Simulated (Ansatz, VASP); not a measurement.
# Two plane-wave programs on NbSb

INCAR

```
  PREC = Accurate
  ENCUT = 500
  EDIFF = 1E-6
  ISMEAR = 0
  SIGMA = 0.05
  LREAL = False
  LASPH = True
  NELM = 200
  ALGO = Normal
  ISIF = 2
  LWAVE = False
  LCHARG = False
  LMAXMIX = 4
  LDAU = True
  LDAUTYPE = 2
  LDAUL = 2 -1
  LDAUU = 1 0
  LDAUJ = 0 0
  LDAUPRINT = 1
  GGA = PE
  NBANDS = 16
  GGA_COMPAT = False
```

Contents of KPOINTS:

```
Automatic mesh
0
Gamma
  10 10 10
```

File POSCAR:

```
NbSb
1.0
    0.0000000000      3.1470179345      3.1470179345
    3.1470179345      0.0000000000      3.1470179345
    3.1470179345      3.1470179345      0.0000000000
Nb Sb
1 1
Direct
    0.0000000000      0.0000000000      0.0000000000
    0.2500000000      0.2500000000      0.2500000000
```

Input for Ansatz:

```yaml
crystal:
  lattice:
    - [0.0, 3.1470179345, 3.1470179345]
    - [3.1470179345, 0.0, 3.1470179345]
    - [3.1470179345, 3.1470179345, 0.0]
  atoms:
    - { symbol: Nb, position: [0.0, 0.0, 0.0] }
    - { symbol: Sb, position: [0.25, 0.25, 0.25] }
basis:
  ecutwfc: 420
  ecutrho_ratio: 4
kpoints:
  mp_grid: { grid: [10, 10, 10] }
hamiltonian:
  xc: pbe
  hubbard: { sites: [{ species: Nb, l: d, u_eff: 1.0 }], double_counting: fll }
scf:
  occupations: { method: gaussian, width: 0.05 }
output:
  forces: true
  stress: true
```

Alike in both runs: task single point; functional PBE; k mesh 10 × 10 × 10; occupations gaussian, width 0.05 eV; no spin polarisation; Hubbard terms Nb d U = 1.0 eV.

|  | VASP | Ansatz |
| --- | --- | --- |
| version | VASP 6.6.1 | Ansatz 0.2.0 |
| potentials or method | VASP PAW PBE potentials, release 64 (Nb_sv, Sb), cutoff 500 eV | scalar-relativistic, plane waves, PAW |
| valence electrons in the cell | 18 | 28 |

VASP gave:

| Property | Result |
| --- | --- |
| pressure (GPa) | 0.3 |

**Question.** Estimate Ansatz's values.

**Answer.** Pressure (GPa): 0.2.

The programs project onto different local orbitals, so the same U acts differently, and such runs can settle in different states. VASP's potentials hold 18 valence electrons a cell and Ansatz's 28, so a difference there can come from the potentials and not from the codes. Ansatz's warnings: filled band counts differ across k points.

Spin-orbit coupling is off throughout.
